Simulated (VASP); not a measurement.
A run of VASP 6.6.1 is set up as follows.

Contents of INCAR:

```
  PREC = Accurate
  ENCUT = 600
  EDIFF = 1E-6
  ISMEAR = -1
  SIGMA = 0.05
  LREAL = F
  LASPH = T
  NELM = 60
  ALGO = Normal
  ISIF = 3
  LWAVE = F
  LCHARG = F
  GGA = PS
  IBRION = 2
  NSW = 60
  EDIFFG = -0.01
  PSTRESS = 100.0
```

File KPOINTS:

```
Automatic mesh
0
Gamma
  9 9 9
```

The input POSCAR:

```
As
1.0
    1.8807968987      1.0858785957      3.5140619945
   -1.8807968987      1.0858785957      3.5140619945
    0.0000000000     -2.1717571915      3.5140619945
As
2
Direct
    0.2260000000      0.2260000000      0.2260000000
    0.7740000000      0.7740000000      0.7740000000
```

Potentials or basis: VASP PAW PBE potentials, release 64 (As).

Command:

```console
$ cat potpaw_PBE.64/As/POTCAR > POTCAR
$ mpirun -np 1 vasp_std > vasp.out
```

Task: What does it give for the space group after relaxing (to 0.05 Å)?

Result: R-3m (No. 166).

Task: Predict the relaxed volume.

Result: 18.36 Å³/atom.

Task: Predict the relaxed cell.

Result: a = 3.781 Å, b = 3.781 Å, c = 3.781 Å, α = 58.28°, β = 58.28°, γ = 58.28°.

Task: Estimate the band gap on the k mesh.

Result: Zero (band 5 reaches 7.30 eV, above the bottom of band 6 at 6.92 eV).

Final structure:
```
CELL_PARAMETERS angstrom
1.84123 1.06303 3.12672
-1.84123 1.06303 3.12672
0.00000 -2.12607 3.12672
ATOMIC_POSITIONS crystal
As 0.23642 0.23642 0.23642
As 0.76358 0.76358 0.76358
```

Caveat: the cell is relaxed towards a set pressure, so the enthalpy falls and the energy may rise; the PAW data sets were made with another functional, which shifts forces and pressure a little.
